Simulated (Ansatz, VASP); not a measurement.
**Al: VASP beside Ansatz**

```
CELL_PARAMETERS angstrom
-2.81245 -4.87132 9.73370
-2.81245 -4.87132 -9.73370
11.24982 0.00000 0.00000
ATOMIC_POSITIONS crystal
Al 0.10417 0.22917 0.33333
Al 0.10417 0.72917 0.83333
Al 0.35417 0.47917 0.83333
Al 0.60417 0.22917 0.83333
Al 0.85417 0.47917 0.58333
Al 0.10417 0.22917 0.58333
Al 0.60417 0.22917 0.33333
Al 0.35417 0.97917 0.33333
Al 0.60417 0.72917 0.33333
Al 0.85417 0.47917 0.33333
Al 0.85417 0.97917 0.08333
Al 0.10417 0.72917 0.08333
Al 0.35417 0.47917 0.08333
Al 0.60417 0.22917 0.08333
Al 0.60417 0.72917 0.83333
Al 0.85417 0.47917 0.83333
Al 0.10417 0.22917 0.83333
Al 0.35417 0.47917 0.58333
Al 0.60417 0.22917 0.58333
Al 0.85417 0.97917 0.83333
Al 0.35417 0.97917 0.58333
Al 0.60417 0.72917 0.58333
Al 0.85417 0.97917 0.33333
Al 0.10417 0.72917 0.33333
Al 0.35417 0.47917 0.33333
Al 0.35417 0.97917 0.08333
Al 0.60417 0.72917 0.08333
Al 0.85417 0.47917 0.08333
Al 0.10417 0.22917 0.08333
Al 0.35417 0.97917 0.83333
Al 0.85417 0.97917 0.58333
Al 0.10417 0.72917 0.58333
Al 0.14583 0.02083 0.16667
Al 0.14583 0.52083 0.66667
Al 0.39583 0.27083 0.66667
Al 0.64583 0.02083 0.66667
Al 0.89583 0.27083 0.41667
Al 0.14583 0.02083 0.41667
Al 0.64583 0.02083 0.16667
Al 0.39583 0.77083 0.16667
Al 0.64583 0.52083 0.16667
Al 0.89583 0.27083 0.16667
Al 0.89583 0.77083 0.91667
Al 0.14583 0.52083 0.91667
Al 0.39583 0.27083 0.91667
Al 0.64583 0.02083 0.91667
Al 0.64583 0.52083 0.66667
Al 0.89583 0.27083 0.66667
Al 0.14583 0.02083 0.66667
Al 0.39583 0.27083 0.41667
Al 0.64583 0.02083 0.41667
Al 0.89583 0.77083 0.66667
Al 0.39583 0.77083 0.41667
Al 0.64583 0.52083 0.41667
Al 0.89583 0.77083 0.16667
Al 0.14583 0.52083 0.16667
Al 0.39583 0.27083 0.16667
Al 0.39583 0.77083 0.91667
Al 0.64583 0.52083 0.91667
Al 0.89583 0.27083 0.91667
Al 0.14583 0.02083 0.91667
Al 0.39583 0.77083 0.66667
Al 0.89583 0.77083 0.41667
Al 0.14583 0.52083 0.41667
```

Alike in both runs: task single point; functional PBE; k mesh 2 × 2 × 2; occupations gaussian, width 0.05 eV; no spin polarisation.

|  | VASP | Ansatz |
| --- | --- | --- |
| version | VASP 6.6.1 | Ansatz 0.2.0 |
| potentials or method | VASP PAW PBE potentials, release 64 (Al), cutoff 520 eV | scalar-relativistic, plane waves, PAW |
| valence electrons in the cell | 192 | 192 |

|  | VASP | Ansatz | Ansatz less VASP |
| --- | --- | --- | --- |
| gap on the k mesh at the Fermi level (eV) | none | none | - |
| rms of the force components (eV/Å) | 0.005 | 0.005 | 0.0000 |

Atom by atom the forces differ by 0.000 eV/Å (rms over components). A gap of «none» marks a metal or a gap that the smearing closes.

The k mesh is coarse, so the values compare programs but aren't converged.
